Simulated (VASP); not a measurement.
Write the native input for VASP 6.6.1 that does the following.

```
Task                   : relaxation of cell and atoms
Functional             : PBEsol
Potentials or basis    : VASP PAW PBE potentials, release 64 (Al, N)
Cutoff                 : 600 eV
k mesh                 : 12 × 12 × 6
Occupations            : fermi-dirac, width 0.02 eV
Spin                   : no spin polarisation
Dipole correction      : no
Further INCAR settings : ALGO = Normal; EDIFF = 1e-06; IBRION = 2; EDIFFG = -0.005; NSW = 80; ISIF = 3
```

The structure of AlN lies in POSCAR:

```
AlN
1.0
    2.8557215705      0.0000000000      0.0000000000
   -1.4278607853      2.4731274262      0.0000000000
    0.0000000000      0.0000000000      4.8831001135
Al N
2 2
Direct
    0.0000000000      0.0000000000      0.0000000000
    0.0000000000      0.0000000000      0.5000000000
    0.3333333333      0.6666666667      0.2500000000
    0.6666666667      0.3333333333      0.7500000000
```

One way to write it, as run:

INCAR

```
  PREC = Accurate
  ENCUT = 600
  EDIFF = 1E-6
  ISMEAR = -1
  SIGMA = 0.02
  LREAL = False
  LASPH = True
  NELM = 100
  ALGO = Normal
  ISIF = 3
  LWAVE = False
  LCHARG = False
  GGA = PS
  IBRION = 2
  NSW = 80
  EDIFFG = -0.005
```

KPOINTS

```
regular mesh
0
Gamma
  12 12 6
```

Potentials or basis: VASP PAW PBE potentials, release 64 (Al, N).

Run with:

```sh
$ cat potpaw_PBE.64/Al/POTCAR potpaw_PBE.64/N/POTCAR > POTCAR
$ mpirun -np 1 vasp_std > vasp.out
```

Results of the run:

```
Relaxed volume                         : 8.45 Å³/atom
Relaxed cell                           : a = 2.835 Å, b = 2.835 Å, c = 4.855 Å, α = 90.00°, β = 90.00°, γ = 120.00°
Space group after relaxing (to 0.05 Å) : P6_3/mmc (No. 194)
Energy gained by relaxing              : 2.8 meV/atom
Ionic steps                            : 7
Pressure after relaxing                : -0.1 GPa
Band gap on the k mesh                 : 4.77 eV, indirect (least direct gap 5.09 eV)
```

Caveat: the PAW data sets were made with another functional, which shifts forces and pressure a little.

It took 60 s on 1 thread of Intel(R) Xeon(R) Platinum 8488C (Sapphire Rapids), on a shared host, peak memory 0.17 GiB.
